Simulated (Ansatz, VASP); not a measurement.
**Ta2Ti: VASP beside Ansatz**

Contents of INCAR:

```
SYSTEM = Ta2Ti
PREC = Accurate
ENCUT = 520
EDIFF = 1E-6
ISMEAR = 0
SIGMA = 0.1
LREAL = .FALSE.
LASPH = .TRUE.
NELM = 80
ALGO = Normal
ISIF = 2
LWAVE = .FALSE.
LCHARG = .FALSE.
GGA = PE
NBANDS = 24
```

KPOINTS

```
Automatic mesh
0
G
  6 6 4
  0 0 0
```

Contents of POSCAR:

```
Ta2Ti
1.0
    3.0444067200      0.0000000000      0.0000000000
   -1.5222033600      2.6365335600      0.0000000000
    0.0000000000      0.0000000000      6.3809004100
Ti Ta
1 2
Direct
    0.0000000000      0.0000000000      0.5000000000
    0.0000000000      0.0000000000      0.1834045000
    0.0000000000      0.0000000000      0.8165955000
```

Input for Ansatz:

```yaml
crystal:
  lattice:
    - [3.04440672, 0.0, 0.0]
    - [-1.52220336, 2.63653356, 0.0]
    - [0.0, 0.0, 6.38090041]
  atoms:
    - { symbol: Ti, position: [0.0, 0.0, 0.5] }
    - { symbol: Ta, position: [0.0, 0.0, 0.1834045] }
    - { symbol: Ta, position: [0.0, 0.0, 0.8165955] }
basis:
  ecutwfc: 420
kpoints:
  mp_grid: { grid: [6, 6, 4] }
hamiltonian:
  xc: pbe
scf:
  occupations: { method: gaussian, width: 0.1 }
  lower_state_search: "off"
output:
  forces: true
  stress: true
  eigenvalues: true
```

Alike in both runs: task single point; functional PBE; k mesh 6 × 6 × 4; occupations gaussian, width 0.1 eV; no spin polarisation.

```csv
,VASP,Ansatz
version,VASP 6.6.1,Ansatz 0.2.0
potentials or method,"VASP PAW PBE potentials, release 64 (Ti_sv, Ta_pv), cutoff 520 eV","scalar-relativistic, plane waves, PAW"
valence electrons in the cell,34,38
```

Ansatz gave:

| Item | Value |
| --- | --- |
| gap on the k mesh at the Fermi level (eV) | none |
| rms of the force components (eV/Å) | 1.089 |

Question: Estimate VASP's values.

Answer: gap on the k mesh at the Fermi level (eV): none; rms of the force components (eV/Å): 1.190.

Atom by atom the forces differ by 0.101 eV/Å (rms over components). A gap of «none» marks a metal or a gap that the smearing closes. The functional is the same, so the differences come from potentials, cutoffs and numerics. VASP's potentials hold 34 valence electrons a cell and Ansatz's 38, so a difference there can come from the potentials and not from the codes.

The k mesh is coarse, so the values compare programs but aren't converged. Spin-orbit coupling is off throughout.
